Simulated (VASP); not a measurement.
# KLa2CuSe4 (Cmcm) in VASP: single point with PBEsol

Aim: the single point of KLa2CuSe4 with PBEsol.

All numbers are computed with VASP 6.6.1; they aren't measurements. Logs are shortened: lines on timing, memory, paths and dates and some standing lists are left out, and cuts for length are marked.

## 1. The cell of the first run

It takes space group Cmcm (No. 63, orthorhombic). The conventional cell has a = 4.124 Å, b = 13.943 Å, c = 14.351 Å, α = 90.00°, β = 90.00°, γ = 90.00°. Se (site symmetry m2m) has 2 Cu at 2.46 Å and 2 La at 2.84 Å and 2 K at 3.21 Å within 3.3 Å. Se (site symmetry 2/m) has 4 La at 2.93 Å and 2 K at 3.92 Å and 12 Se at 4.04 to 4.23 Å and 2 Cu at 4.23 Å within 4.3 Å. Se (site symmetry m) has 1 Cu at 2.48 Å and 3 La at 2.84 to 2.88 Å and 2 K at 3.33 Å within 3.4 Å. Within 3.7 Å of La (site symmetry m) lie 6 Se at 2.84 to 2.93 Å and 2 Cu at 3.39 Å. Within 3.4 Å of Cu (site symmetry m2m) lie 4 Se at 2.46 to 2.48 Å and 4 La at 3.39 Å. K (site symmetry m2m) has 8 Se at 3.21 to 3.92 Å and 3 Cu at 3.78 to 3.81 Å and 2 K at 4.12 Å within 4.2 Å.

## 2. Single point, PBEsol

INCAR

```
SYSTEM = KLa2CuSe4
PREC = Accurate ; ENCUT = 600
EDIFF = 1E-6 ; ISMEAR = -1
SIGMA = 0.1 ; LREAL = .False.
LASPH = .True. ; NELM = 200
ALGO = Normal ; ISIF = 2
LWAVE = .False. ; LCHARG = .True.
GGA = PS ; LVHAR = .True.
NBANDS = 80 ; GGA_COMPAT = .False.
LMAXMIX = 6 ; KPAR = 4
```

KPOINTS

```
regular mesh
0
Gamma
  7 7 2
  0 0 0
```

POSCAR

```
KLa2CuSe4
1.0
    4.1236900000      0.0000000000      0.0000000000
    2.0618450000     -6.9714560000      0.0000000000
    0.0000000000      0.0000000000    -14.3512480000
Se La Cu K
8 4 2 2
Direct
    0.4365000000      0.1270000000      0.7500000000
    0.5635000000      0.8730000000      0.2500000000
    0.0000000000      0.0000000000      0.0000000000
    0.0000000000      0.0000000000      0.5000000000
    0.7340000000      0.5320000000      0.8887000000
    0.2660000000      0.4680000000      0.3887000000
    0.2660000000      0.4680000000      0.1113000000
    0.7340000000      0.5320000000      0.6113000000
    0.6342400000      0.7315200000      0.0643600000
    0.3657600000      0.2684800000      0.5643600000
    0.3657600000      0.2684800000      0.9356400000
    0.6342400000      0.7315200000      0.4356400000
    0.8397000000      0.3206000000      0.7500000000
    0.1603000000      0.6794000000      0.2500000000
    0.1129000000      0.7742000000      0.7500000000
    0.8871000000      0.2258000000      0.2500000000
```

Potentials or basis: VASP PAW PBE potentials, release 64 (Se, La, Cu, K_sv).

Command:

```sh
$ cat potpaw_PBE.64/Se/POTCAR potpaw_PBE.64/La/POTCAR potpaw_PBE.64/Cu/POTCAR potpaw_PBE.64/K_sv/POTCAR > POTCAR
$ mpirun -np 4 vasp_std > vasp.out
```

OUTCAR:

```text
SYSTEM = KLa2CuSe4
   PREC = Accurate
   ENCUT = 600
   EDIFF = 1E-6
   ISMEAR = -1
   LREAL = .False.
   LASPH = .True.
   NELM = 200
   ISIF = 2
   GGA = PS

 ion  position               nearest neighbor table
   1  0.437  0.127  0.750-  13 2.46  13 2.46  10 2.84  11 2.84  15 3.21  15 3.21
   2  0.563  0.873  0.250-  14 2.46  14 2.46  12 2.84   9 2.84  16 3.21  16 3.21
   3  0.000  0.000  0.000-   9 2.93   9 2.93  11 2.93  11 2.93
   4  0.000  0.000  0.500-  12 2.93  10 2.93  12 2.93  10 2.93
   5  0.734  0.532  0.889-  13 2.48  11 2.84  11 2.84   9 2.88
   6  0.266  0.468  0.389-  14 2.48  12 2.84  12 2.84  10 2.88
   7  0.266  0.468  0.111-  14 2.48   9 2.84   9 2.84  11 2.88
   8  0.734  0.532  0.611-  13 2.48  10 2.84  10 2.84  12 2.88
   9  0.634  0.732  0.064-   2 2.84   7 2.84   7 2.84   5 2.88   3 2.93   3 2.93
  10  0.366  0.268  0.564-   1 2.84   8 2.84   8 2.84   6 2.88   4 2.93   4 2.93
  11  0.366  0.268  0.936-   1 2.84   5 2.84   5 2.84   7 2.88   3 2.93   3 2.93
  12  0.634  0.732  0.436-   2 2.84   6 2.84   6 2.84   8 2.88   4 2.93   4 2.93
  13  0.840  0.321  0.750-   1 2.46   1 2.46   5 2.48   8 2.48
  14  0.160  0.679  0.250-   2 2.46   2 2.46   7 2.48   6 2.48
  15  0.113  0.774  0.750-   1 3.21   1 3.21
  16  0.887  0.226  0.250-   2 3.21   2 3.21

  LATTYP: Found a base centered orthorhombic cell.
 ALAT       =     4.1236900000
 B/A-ratio  =     3.3811736576
 C/A-ratio  =     3.4801956500

  Lattice vectors:

 A1 = (   2.0618450000,   6.9714560000,   0.0000000000)
 A2 = (   2.0618450000,  -6.9714560000,   0.0000000000)
 A3 = (   0.0000000000,   0.0000000000, -14.3512480000)

Analysis of symmetry for initial positions (statically):
=====================================================================
 Subroutine PRICEL returns:
 Original cell was already a primitive cell.

 Routine SETGRP: Setting up the symmetry group for a
 base centered orthorhombic supercell.

 Subroutine GETGRP returns: Found  8 space group operations
 (whereof  4 operations were pure point group operations)
 out of a pool of  8 trial point group operations.

The static configuration has the point symmetry C_2h.
 The point group associated with its full space group is D_2h.

Analysis of symmetry for dynamics (positions and initial velocities):
=====================================================================
 Subroutine PRICEL returns:
 Original cell was already a primitive cell.

 Routine SETGRP: Setting up the symmetry group for a
 base centered orthorhombic supercell.

 Subroutine GETGRP returns: Found  8 space group operations
 (whereof  4 operations were pure point group operations)
 out of a pool of  8 trial point group operations.

The dynamic configuration has the point symmetry C_2h.
 The point group associated with its full space group is D_2h.

 Subroutine INISYM returns: Found  8 space group operations
 (whereof  4 operations are pure point group operations),
 and found     1 'primitive' translations

----------------------------------------------------------------------------------------

                                     Primitive cell

  volume of cell :     412.5714

  direct lattice vectors                    reciprocal lattice vectors
     4.123690000  0.000000000  0.000000000     0.242501255  0.071721029  0.000000000
     2.061845000 -6.971456000  0.000000000     0.000000000 -0.143442059  0.000000000
     0.000000000  0.000000000-14.351248000     0.000000000  0.000000000 -0.069680351

  length of vectors
     4.123690000  7.269965857 14.351248000     0.252884884  0.143442059  0.069680351

  position of ions in fractional coordinates (direct lattice)
     0.436500000  0.127000000  0.750000000
     0.563500000  0.873000000  0.250000000
     0.000000000  0.000000000  0.000000000
     0.000000000  0.000000000  0.500000000
     0.734000000  0.532000000  0.888700000
     0.266000000  0.468000000  0.388700000
[... 8 lines left out ...]
     0.112900000  0.774200000  0.750000000
     0.887100000  0.225800000  0.250000000

  ion indices of the primitive-cell ions
   primitive index   ion index
                 1           1
                 2           2
                 3           3
                 4           4
                 5           5
                 6           6
[... 8 lines left out ...]
                15          15
                16          16

----------------------------------------------------------------------------------------

 KPOINTS: regular mesh

Automatic generation of k-mesh.
 Grid dimensions read from file:
 generate k-points for:    7    7    2

 Generating k-lattice:

  Cartesian coordinates                     Fractional coordinates (reciprocal lattice)
     0.034643036  0.010245861  0.000000000     0.142857143  0.000000000  0.000000000
     0.000000000 -0.020491723  0.000000000     0.000000000  0.142857143  0.000000000
     0.000000000  0.000000000 -0.034840176     0.000000000  0.000000000  0.500000000

  Length of vectors
     0.036126412  0.020491723  0.034840176

  Shift w.r.t. Gamma in fractional coordinates (k-lattice)
     0.000000000  0.000000000  0.000000000

 Subroutine IBZKPT returns following result:
 ===========================================

 Found     32 irreducible k-points:

 Following reciprocal coordinates:
            Coordinates               Weight
  0.000000  0.000000  0.000000      1.000000
  0.142857 -0.000000  0.000000      4.000000
  0.285714  0.000000  0.000000      4.000000
  0.428571 -0.000000  0.000000      4.000000
  0.000000  0.142857  0.000000      2.000000
  0.285714  0.142857  0.000000      2.000000
[... 16 lines left out ...]
  0.428571  0.142857  0.500000      4.000000
 -0.428571  0.142857  0.500000      4.000000
 [... further k-points ...]
   k-points           NKPTS =     32   k-points in BZ     NKDIM =     32   number of bands    NBANDS=     80
   number of dos      NEDOS =    301   number of ions     NIONS =     16
   total plane-waves  NPLWV = 259200
   dimension x,y,z NGX =    36 NGY =   60 NGZ =  120
   dimension x,y,z NGXF=    72 NGYF=  120 NGZF=  240
   ions per type =               8   4   2   2
   NGX,Y,Z   is equivalent  to a cutoff of  14.51, 13.72, 13.90 a.u.
   NGXF,Y,Z  is equivalent  to a cutoff of  29.03, 27.44, 27.80 a.u.
 SYSTEM =  KLa2CuSe4
   PREC   = accura    normal or accurate (medium, high low for compatibility)
   ISTART =      0    job   : 0-new  1-cont  2-samecut
   ICHARG =      2    charge: 1-file 2-atom 10-const
   ISPIN  =      1    spin polarized calculation?
   LNONCOLLINEAR =      F non collinear calculations
   LSORBIT =      F    spin-orbit coupling
   LASPH  =      T    aspherical Exc in radial PAW
   ENCUT  =  600.0 eV  44.10 Ry    6.64 a.u.   8.24 14.52 28.66*2*pi/ulx,y,z
   NELM   =    200;   NELMIN=  2; NELMDL= -5     # of ELM steps
   EDIFF  = 0.1E-05   stopping-criterion for ELM
   LREAL  =      F    real-space projection
   EDIFFG = 0.1E-04   stopping-criterion for IOM
   NSW    =      0    number of steps for IOM
   IBRION =     -1    ionic relax: 0-MD 1-quasi-New 2-CG
   NFREE  =      0    steps in history (QN), initial steepest desc. (CG)
   ISIF   =      2    stress and relaxation
   ISYM   =      2    0-nonsym 1-usesym 2-fastsym
   POTIM  = 0.5000    time-step for ionic-motion
   TEBEG  =    0.0;   TEEND  =   0.0 temperature during run
   PSTRESS=    0.0 pullay stress
   NELECT =     132.0000    total number of electrons
   NUPDOWN=      -1.0000    fix difference up-down
   EMIN   =  10.00;   EMAX   =-10.00  energy-range for DOS
   EFERMI =   0.00;   METHOD = LEGACY
   ISMEAR =    -1;   SIGMA  =   0.10  broadening in eV -4-tet -1-fermi 0-gaus
   EFERMI_NEDOS =   21; number of points for ismear=-14 and -15
   IALGO  =     38    algorithm
   IMIX   =      4    mixing-type and parameters
     AMIX     =   0.40;   BMIX     =  1.00
     AMIX_MAG =   1.60;   BMIX_MAG =  1.00
  volume/ion in A,a.u.               =      25.79       174.01
  Fermi-wavevector in a.u.,A,eV,Ry     =   1.119695  2.115917 17.057855  1.253717
  Thomas-Fermi vector in A             =   2.256336
   LORBIT       =      0    0 simple, 1 ext, 2 COOP (PROOUT), +10 PAW based schemes
   GGA     = PS    functional components
   LHFCALC =     F    Hartree Fock is set to
   AEXX    =    0.0000 exact exchange contribution
   IVDW    =     0    specifies the selected vdW correction
   LEPSILON=     F    determine dielectric tensor
   LRPA    =     F    only Hartree local field effects (RPA)
 non-spin polarized calculation
  energy-cutoff  :      600.00
  volume of cell :      412.57
 maximum number of plane-waves:     13826
 NGX is ok and might be reduce to    36
   NGX = 17   NGY = 29   NGZ = 57

 number of electron     131.9999977 magnetization

 Free energy of the ion-electron system (eV)
  ---------------------------------------------------
  ext. energy  EPLUGINS =         0.00000000
  ---------------------------------------------------
  free energy    TOTEN  =       -87.43557571 eV

  energy without entropy =      -87.43326263  energy(sigma->0) =      -87.43441917

 E-fermi :   4.8928     XC(G=0):  -9.6023

 val. band max:        4.3237705943   @ k =   0.0000   0.0000   0.0000
 cond. band min:       5.3343771801   @ k =   0.0000   0.4286   0.0000
 fundamental gap:      1.0106065858
 Fermi energy:         4.8927973493

 k-point     1 :       0.0000    0.0000    0.0000
  band No.  band energies     occupation
      1     -27.2464      2.00000
      2     -27.2451      2.00000
      3     -27.2100      2.00000
      4     -27.2087      2.00000
      5     -24.9709      2.00000
      6     -24.9709      2.00000
[... 70 lines left out ...]
     77       7.4428      0.00000
     78       7.5311      0.00000

 k-point     2 :       0.1429   -0.0000    0.0000
  band No.  band energies     occupation
      1     -27.2391      2.00000
      2     -27.2378      2.00000
      3     -27.2060      2.00000
      4     -27.2047      2.00000
      5     -24.9692      2.00000
      6     -24.9692      2.00000
[... 70 lines left out ...]
     77       7.4921      0.00000
     78       7.4958      0.00000
[... 1699 lines left out ...]
     77       7.5286      0.00000
     78       7.5291      0.00000

 k-point    24 :      -0.4286    0.1429    0.5000
  band No.  band energies     occupation
      1     -27.2035      2.00000
      2     -27.2035      2.00000
      3     -27.1940      2.00000
      4     -27.1940      2.00000
      5     -24.9623      2.00000
      6     -24.9623      2.00000
[... 70 lines left out ...]
     77       7.5563      0.00000
     78       7.5571      0.00000

 [... further k-points ...]

 [bands above 78 left out]

------------------------ aborting loop because EDIFF is reached ----------------------------------------

  FORCE on cell =-STRESS in cart. coord.  units (eV):
  Direction    XX          YY          ZZ          XY          YZ          ZX
  --------------------------------------------------------------------------------------
  -------------------------------------------------------------------------------------
  Total       15.2046452     13.6169875     11.2690648      0.0000000      0.0000000      0.0000000
  in kB       59.0456223     52.8801225     43.7622142      0.0000000      0.0000000      0.0000000
  external PRESSURE =      51.8959863 kB  Pullay stress =       0.0000000 kB

 VOLUME and BASIS-vectors are now :
 -----------------------------------------------------------------------------
  energy-cutoff  :      600.00
  volume of cell :      412.57
      direct lattice vectors                 reciprocal lattice vectors
     4.123690000  0.000000000  0.000000000     0.242501255  0.071721029  0.000000000
     2.061845000 -6.971456000  0.000000000     0.000000000 -0.143442059  0.000000000
     0.000000000  0.000000000-14.351248000     0.000000000  0.000000000 -0.069680351

 POSITION                                       TOTAL-FORCE (eV/Angst)
 -----------------------------------------------------------------------------------
      2.06185     -0.88537    -10.76344        -0.000000      0.184745     -0.000000
      4.12369     -6.08608     -3.58781         0.000000     -0.184745     -0.000000
      0.00000      0.00000      0.00000         0.000000     -0.000000      0.000000
      0.00000      0.00000     -7.17562         0.000000     -0.000000      0.000000
      4.12369     -3.70881    -12.75395         0.000000     -0.352402      0.935128
      2.06184     -3.26264     -5.57833        -0.000000      0.352402      0.935128
[... 8 lines left out ...]
      2.06185     -5.39730    -10.76344         0.000000     -0.028391      0.000000
      4.12369     -1.57415     -3.58781        -0.000000      0.028391      0.000000
 -----------------------------------------------------------------------------------
    total drift:                                0.000000      0.000000     -0.000000

  FREE ENERGIE OF THE ION-ELECTRON SYSTEM (eV)
  ---------------------------------------------------
  free  energy   TOTEN  =       -87.4355757122 eV

  energy  without entropy=      -87.4332626311  energy(sigma->0) =      -87.43441917
```

Wall time 17 min (4 MPI ranks of Intel Xeon Platinum 8488C (Sapphire Rapids), shared host); peak memory 1.3 GiB.

Results:

```
Free energy            : -87.4356 eV
Pressure               : 5.2 GPa
Largest force          : 0.999 eV/Å
Band gap on the k mesh : 1.01 eV (least direct gap 1.10 eV)
```

Forces on the atoms (eV/Å):
```
Se   0.000  0.185  0.000
Se   0.000 -0.185  0.000
Se   0.000  0.000  0.000
Se   0.000  0.000  0.000
Se   0.000 -0.352  0.935
Se   0.000  0.352  0.935
Se   0.000  0.352 -0.935
Se   0.000 -0.352 -0.935
La   0.000 -0.308  0.045
La   0.000  0.308  0.045
La   0.000  0.308 -0.045
La   0.000 -0.308 -0.045
Cu   0.000 -0.126  0.000
Cu   0.000  0.126  0.000
K    0.000 -0.028  0.000
K    0.000  0.028  0.000
```

Caveat: the cell stands under pressure; the PAW data sets were made with another functional, which shifts forces and pressure a little; spin-orbit coupling is left out, which moves the levels of the heavy elements; an odd mesh through Γ misses points on the zone boundary, where band edges can lie.
